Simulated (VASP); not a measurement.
# CaLuH (P4/nmm) in VASP: single point with PBE

Aim: the single point of CaLuH with PBE.

Program: VASP 6.6.1. These are calculated values, not measurements. Logs are shortened: lines on timing, memory, paths and dates and some standing lists are left out, and cuts for length are marked.

**1. The cell of the first run**

The structure is tetragonal, space group P4/nmm (No. 129). Conventional cell: a = 3.741 Å, b = 3.741 Å, c = 7.670 Å, α = 90.00°, β = 90.00°, γ = 90.00°. Within 2.9 Å of Ca (site symmetry 4mm) lie 4 H at 2.16 Å. H (site symmetry -4m2) has 4 Ca at 2.16 Å and 4 H at 2.65 Å within 2.9 Å. Lu (site symmetry 4mm) has 6 Ca at 3.02 to 4.07 Å and 4 H at 3.15 Å and 8 Lu at 3.71 to 3.74 Å within 4.1 Å.

**2. Single point, PBE**

File INCAR:

```
PREC = Accurate
ENCUT = 520
EDIFF = 1E-7
ISMEAR = -1
SIGMA = 0.1
LREAL = False
LASPH = True
NELM = 60
ALGO = Normal
ISIF = 2
LWAVE = False
LCHARG = False
GGA = PE
NBANDS = 45
```

File KPOINTS:

```
regular mesh
0
Gamma
  9 9 5
```

File POSCAR:

```
CaLuH
1.0
    3.7406140000      0.0000000000      0.0000000000
    0.0000000000      3.7406140000      0.0000000000
    0.0000000000      0.0000000000      7.6702950000
Ca H Lu
2 2 2
Direct
    0.0000000000      0.5000000000      0.1400000000
    0.5000000000      0.0000000000      0.8600000000
    0.0000000000      0.0000000000      0.0000000000
    0.5000000000      0.5000000000      0.0000000000
    0.0000000000      0.5000000000      0.6700000000
    0.5000000000      0.0000000000      0.3300000000
```

Potentials or basis: VASP PAW PBE potentials, release 64 (Ca_sv, H, Lu).

On the command line:

```bash
> cat potpaw_PBE.64/Ca_sv/POTCAR potpaw_PBE.64/H/POTCAR potpaw_PBE.64/Lu/POTCAR > POTCAR
> mpirun -np 1 vasp_std > vasp.out
```

OUTCAR:

```text
PREC = Accurate
   ENCUT = 520
   EDIFF = 1E-7
   ISMEAR = -1
   LREAL = False
   LASPH = True
   NELM = 60
   ISIF = 2
   GGA = PE

 ion  position               nearest neighbor table
   1  0.000  0.500  0.140-   6 3.02   6 3.02   6 3.02   6 3.02
   2  0.500  0.000  0.860-   5 3.02   5 3.02   5 3.02   5 3.02
   3  0.000  0.000  0.000-
   4  0.500  0.500  0.000-
   5  0.000  0.500  0.670-   2 3.02   2 3.02   2 3.02   2 3.02   6 3.71   6 3.71   6 3.71   6 3.71

   6  0.500  0.000  0.330-   1 3.02   1 3.02   1 3.02   1 3.02   5 3.71   5 3.71   5 3.71   5 3.71

  LATTYP: Found a simple tetragonal cell.
 ALAT       =     3.7406140000
 C/A-ratio  =     2.0505443759

  Lattice vectors:

 A1 = (   3.7406140000,   0.0000000000,   0.0000000000)
 A2 = (   0.0000000000,   3.7406140000,   0.0000000000)
 A3 = (   0.0000000000,   0.0000000000,   7.6702950000)

Analysis of symmetry for initial positions (statically):
=====================================================================
 Subroutine PRICEL returns:
 Original cell was already a primitive cell.

 Routine SETGRP: Setting up the symmetry group for a
 simple tetragonal supercell.

 Subroutine GETGRP returns: Found 16 space group operations
 (whereof  8 operations were pure point group operations)
 out of a pool of 16 trial point group operations.

The static configuration has the point symmetry D_2d.
 The point group associated with its full space group is D_4h.

Analysis of symmetry for dynamics (positions and initial velocities):
=====================================================================
 Subroutine PRICEL returns:
 Original cell was already a primitive cell.

 Routine SETGRP: Setting up the symmetry group for a
 simple tetragonal supercell.

 Subroutine GETGRP returns: Found 16 space group operations
 (whereof  8 operations were pure point group operations)
 out of a pool of 16 trial point group operations.

The dynamic configuration has the point symmetry D_2d.
 The point group associated with its full space group is D_4h.

 Subroutine INISYM returns: Found 16 space group operations
 (whereof  8 operations are pure point group operations),
 and found     1 'primitive' translations

----------------------------------------------------------------------------------------

                                     Primitive cell

  volume of cell :     107.3242

  direct lattice vectors                    reciprocal lattice vectors
     3.740614000  0.000000000  0.000000000     0.267335790  0.000000000  0.000000000
     0.000000000  3.740614000  0.000000000     0.000000000  0.267335790  0.000000000
     0.000000000  0.000000000  7.670295000     0.000000000  0.000000000  0.130373082

  length of vectors
     3.740614000  3.740614000  7.670295000     0.267335790  0.267335790  0.130373082

  position of ions in fractional coordinates (direct lattice)
     0.000000000  0.500000000  0.140000000
     0.500000000  0.000000000  0.860000000
     0.000000000  0.000000000  0.000000000
     0.500000000  0.500000000  0.000000000
     0.000000000  0.500000000  0.670000000
     0.500000000  0.000000000  0.330000000

  ion indices of the primitive-cell ions
   primitive index   ion index
                 1           1
                 2           2
                 3           3
                 4           4
                 5           5
                 6           6

----------------------------------------------------------------------------------------

 KPOINTS: regular mesh

Automatic generation of k-mesh.
 Grid dimensions read from file:
 generate k-points for:    9    9    5

 Generating k-lattice:

  Cartesian coordinates                     Fractional coordinates (reciprocal lattice)
     0.029703977  0.000000000  0.000000000     0.111111111  0.000000000  0.000000000
     0.000000000  0.029703977  0.000000000     0.000000000  0.111111111  0.000000000
     0.000000000  0.000000000  0.026074616     0.000000000  0.000000000  0.200000000

  Length of vectors
     0.029703977  0.029703977  0.026074616

  Shift w.r.t. Gamma in fractional coordinates (k-lattice)
     0.000000000  0.000000000  0.000000000

 Subroutine IBZKPT returns following result:
 ===========================================

 Found     45 irreducible k-points:

 Following reciprocal coordinates:
            Coordinates               Weight
  0.000000  0.000000  0.000000      1.000000
  0.111111  0.000000  0.000000      4.000000
  0.222222  0.000000  0.000000      4.000000
  0.333333  0.000000  0.000000      4.000000
  0.444444  0.000000  0.000000      4.000000
  0.111111  0.111111  0.000000      4.000000
[... 16 lines left out ...]
  0.333333  0.111111  0.200000     16.000000
  0.444444  0.111111  0.200000     16.000000
 [... further k-points ...]
   k-points           NKPTS =     45   k-points in BZ     NKDIM =     45   number of bands    NBANDS=     45
   number of dos      NEDOS =    301   number of ions     NIONS =      6
   total plane-waves  NPLWV =  47040
   dimension x,y,z NGX =    28 NGY =   28 NGZ =   60
   dimension x,y,z NGXF=    56 NGYF=   56 NGZF=  120
   ions per type =               2   2   2
   NGX,Y,Z   is equivalent  to a cutoff of  12.44, 12.44, 13.00 a.u.
   NGXF,Y,Z  is equivalent  to a cutoff of  24.89, 24.89, 26.01 a.u.
 SYSTEM =  unknown system
   PREC   = accura    normal or accurate (medium, high low for compatibility)
   ISTART =      0    job   : 0-new  1-cont  2-samecut
   ICHARG =      2    charge: 1-file 2-atom 10-const
   ISPIN  =      1    spin polarized calculation?
   LNONCOLLINEAR =      F non collinear calculations
   LSORBIT =      F    spin-orbit coupling
   LASPH  =      T    aspherical Exc in radial PAW
   ENCUT  =  520.0 eV  38.22 Ry    6.18 a.u.   6.96  6.96 14.26*2*pi/ulx,y,z
   NELM   =     60;   NELMIN=  2; NELMDL= -5     # of ELM steps
   EDIFF  = 0.1E-06   stopping-criterion for ELM
   LREAL  =      F    real-space projection
   EDIFFG = 0.1E-05   stopping-criterion for IOM
   NSW    =      0    number of steps for IOM
   IBRION =     -1    ionic relax: 0-MD 1-quasi-New 2-CG
   NFREE  =      0    steps in history (QN), initial steepest desc. (CG)
   ISIF   =      2    stress and relaxation
   ISYM   =      2    0-nonsym 1-usesym 2-fastsym
   POTIM  = 0.5000    time-step for ionic-motion
   TEBEG  =    0.0;   TEEND  =   0.0 temperature during run
   PSTRESS=    0.0 pullay stress
   NELECT =      72.0000    total number of electrons
   NUPDOWN=      -1.0000    fix difference up-down
   EMIN   =  10.00;   EMAX   =-10.00  energy-range for DOS
   EFERMI =   0.00;   METHOD = LEGACY
   ISMEAR =    -1;   SIGMA  =   0.10  broadening in eV -4-tet -1-fermi 0-gaus
   EFERMI_NEDOS =   21; number of points for ismear=-14 and -15
   IALGO  =     38    algorithm
   IMIX   =      4    mixing-type and parameters
     AMIX     =   0.40;   BMIX     =  1.00
     AMIX_MAG =   1.60;   BMIX_MAG =  1.00
  volume/ion in A,a.u.               =      17.89       120.71
  Fermi-wavevector in a.u.,A,eV,Ry     =   1.433133  2.708228 27.944585  2.053869
  Thomas-Fermi vector in A             =   2.552684
   LORBIT       =      0    0 simple, 1 ext, 2 COOP (PROOUT), +10 PAW based schemes
   GGA     = PE    functional components
   LHFCALC =     F    Hartree Fock is set to
   AEXX    =    0.0000 exact exchange contribution
   IVDW    =     0    specifies the selected vdW correction
   LEPSILON=     F    determine dielectric tensor
   LRPA    =     F    only Hartree local field effects (RPA)
 non-spin polarized calculation
  energy-cutoff  :      520.00
  volume of cell :      107.32
 maximum number of plane-waves:      2926
 NGX is ok and might be reduce to    28
   NGX = 13   NGY = 13   NGZ = 29

 number of electron      71.9999993 magnetization

 Free energy of the ion-electron system (eV)
  ---------------------------------------------------
  ext. energy  EPLUGINS =         0.00000000
  ---------------------------------------------------
  free energy    TOTEN  =       -17.24437963 eV

  energy without entropy =      -17.03122224  energy(sigma->0) =      -17.13780094

 E-fermi :   3.5778     XC(G=0): -10.4272

 val. band max:        3.5752850706   @ k =   0.4444   0.2222   0.0000
 cond. band min:       3.5842551710   @ k =   0.4444   0.4444   0.4000
 fundamental gap:      0.0089701004
 Fermi energy:         3.5778152104

 k-point     1 :       0.0000    0.0000    0.0000
  band No.  band energies     occupation
      1     -53.2309      2.00000
      2     -53.2244      2.00000
      3     -36.7495      2.00000
      4     -36.6842      2.00000
      5     -23.9706      2.00000
      6     -23.8728      2.00000
[... 37 lines left out ...]
     44       6.4959      0.00000
     45       6.5788      0.00000

 k-point     2 :       0.1111    0.0000    0.0000
  band No.  band energies     occupation
      1     -53.2304      2.00000
      2     -53.2242      2.00000
      3     -36.7463      2.00000
      4     -36.6849      2.00000
      5     -23.9701      2.00000
      6     -23.8906      2.00000
[... 37 lines left out ...]
     44       6.6366      0.00000
     45       6.7199      0.00000

 k-point     3 :       0.2222    0.0000    0.0000
  band No.  band energies     occupation
      1     -53.2288      2.00000
      2     -53.2238      2.00000
      3     -36.7375      2.00000
      4     -36.6873      2.00000
      5     -23.9706      2.00000
      6     -23.9256      2.00000
[... 37 lines left out ...]
     44       7.0931      0.00000
     45       7.2471      0.00000

 k-point     4 :       0.3333    0.0000    0.0000
  band No.  band energies     occupation
      1     -53.2268      2.00000
      2     -53.2236      2.00000
      3     -36.7251      2.00000
      4     -36.6924      2.00000
      5     -23.9782      2.00000
      6     -23.9628      2.00000
[... 901 lines left out ...]
     44       6.6838      0.00000
     45       7.1142      0.00000

 k-point    23 :       0.3333    0.1111    0.2000
  band No.  band energies     occupation
      1     -53.2263      2.00000
      2     -53.2233      2.00000
      3     -36.7227      2.00000
      4     -36.6919      2.00000
      5     -23.9729      2.00000
      6     -23.9601      2.00000
[... 37 lines left out ...]
     44       6.4971      0.00000
     45       7.6411      0.00000

 k-point    24 :       0.4444    0.1111    0.2000
  band No.  band energies     occupation
      1     -53.2246      2.00000
      2     -53.2235      2.00000
      3     -36.7102      2.00000
      4     -36.6995      2.00000
      5     -23.9851      2.00000
      6     -23.9835      2.00000
[... 37 lines left out ...]
     44       6.1469      0.00000
     45       7.8805      0.00000

 [... further k-points ...]

------------------------ aborting loop because EDIFF is reached ----------------------------------------

  FORCE on cell =-STRESS in cart. coord.  units (eV):
  Direction    XX          YY          ZZ          XY          YZ          ZX
  --------------------------------------------------------------------------------------
  -------------------------------------------------------------------------------------
  Total       10.0628911     10.0628911      5.8463253      0.0000000     -0.0000000      0.0000000
  in kB      150.2226780    150.2226780     87.2761751      0.0000000     -0.0000000      0.0000000
  external PRESSURE =     129.2405104 kB  Pullay stress =       0.0000000 kB

 VOLUME and BASIS-vectors are now :
 -----------------------------------------------------------------------------
  energy-cutoff  :      520.00
  volume of cell :      107.32
      direct lattice vectors                 reciprocal lattice vectors
     3.740614000  0.000000000  0.000000000     0.267335790  0.000000000  0.000000000
     0.000000000  3.740614000  0.000000000     0.000000000  0.267335790  0.000000000
     0.000000000  0.000000000  7.670295000     0.000000000  0.000000000  0.130373082

 POSITION                                       TOTAL-FORCE (eV/Angst)
 -----------------------------------------------------------------------------------
      0.00000      1.87031      1.07384         0.000000     -0.000000     -1.003393
      1.87031      0.00000      6.59645         0.000000     -0.000000      1.003393
      0.00000      0.00000      0.00000         0.000000      0.000000      0.000000
      1.87031      1.87031      0.00000         0.000000     -0.000000      0.000000
      0.00000      1.87031      5.13910        -0.000000      0.000000     -2.817148
      1.87031      0.00000      2.53120         0.000000     -0.000000      2.817148
 -----------------------------------------------------------------------------------
    total drift:                                0.000000      0.000000      0.000000

  FREE ENERGIE OF THE ION-ELECTRON SYSTEM (eV)
  ---------------------------------------------------
  free  energy   TOTEN  =       -17.2443796323 eV

  energy  without entropy=      -17.0312222395  energy(sigma->0) =      -17.13780094
```

Run time: 4.8 min. Hardware: 1 thread of AMD EPYC 7R13, shared host; peak memory 0.32 GiB.

What came out:

- Free energy: -17.2444 eV
- Pressure: 12.9 GPa
- Largest force: 2.817 eV/Å
- Band gap on the k mesh: zero (bands 36 and 37 overlap by 0.48 eV)

Forces on the atoms (eV/Å):
```
Ca   0.000  0.000 -1.003
Ca   0.000  0.000  1.003
H    0.000  0.000  0.000
H    0.000  0.000  0.000
Lu   0.000  0.000 -2.817
Lu   0.000  0.000  2.817
```

Levels at points of the mesh, in eV from the Fermi level:
```
           k point  band 33  band 34  band 35  band 36  band 37  band 38  band 39  band 40
(0.00, 0.00, 0.00)    -3.92    -3.06    -1.08    -0.61    -0.13     2.03     2.03     2.27
```

Caveat: the cell stands under pressure; spin-orbit coupling is left out, which moves the levels of the heavy elements; forces of over 1 eV/Å act on the atoms, so gaps and moduli don't describe the material at rest.
